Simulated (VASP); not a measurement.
TePb, 2 atoms in the cell. It takes space group Fm-3m (No. 225, cubic). The conventional cell has a = 6.536 Å, b = 6.536 Å, c = 6.536 Å, α = 90.00°, β = 90.00°, γ = 90.00°. Pb (site symmetry m-3m) has 6 Te at 3.27 Å within 4.3 Å. Te (site symmetry m-3m) has 6 Pb at 3.27 Å within 4.3 Å. 

| Quantity | Value |
| --- | --- |
| Program | VASP 6.6.1 |
| Task | single point |
| Functional | PBE |
| Dispersion | D3(BJ) |
| Potentials or basis | VASP PAW PBE potentials, release 64 (Pb_d, Te) |
| Cutoff | 520 eV |
| k mesh | 6 × 6 × 6 |
| Occupations | gaussian, width 0.01 eV |
| Spin | no spin polarisation |
| Dipole correction | no |
| Further INCAR settings | ALGO = Normal; EDIFF = 1e-06; NBANDS = 17 |

Potentials or basis: VASP PAW PBE potentials, release 64 (Pb_d, Te).

Launch:

```console
$ cat potpaw_PBE.64/Pb_d/POTCAR potpaw_PBE.64/Te/POTCAR > POTCAR
$ mpirun -np 1 vasp_std > vasp.out
```

Hardware: 1 thread of Intel(R) Xeon(R) Platinum 8175M CPU @ 2.50GHz (Skylake/Cascade Lake) (shared host).

**Question.** Estimate the wall time of this run.

**Answer.** Wall time 20 s on 1 thread of Intel(R) Xeon(R) Platinum 8175M CPU @ 2.50GHz (Skylake/Cascade Lake) (shared host), peak memory 0.21 GiB. Counts: scf iterations 12, k points 16.
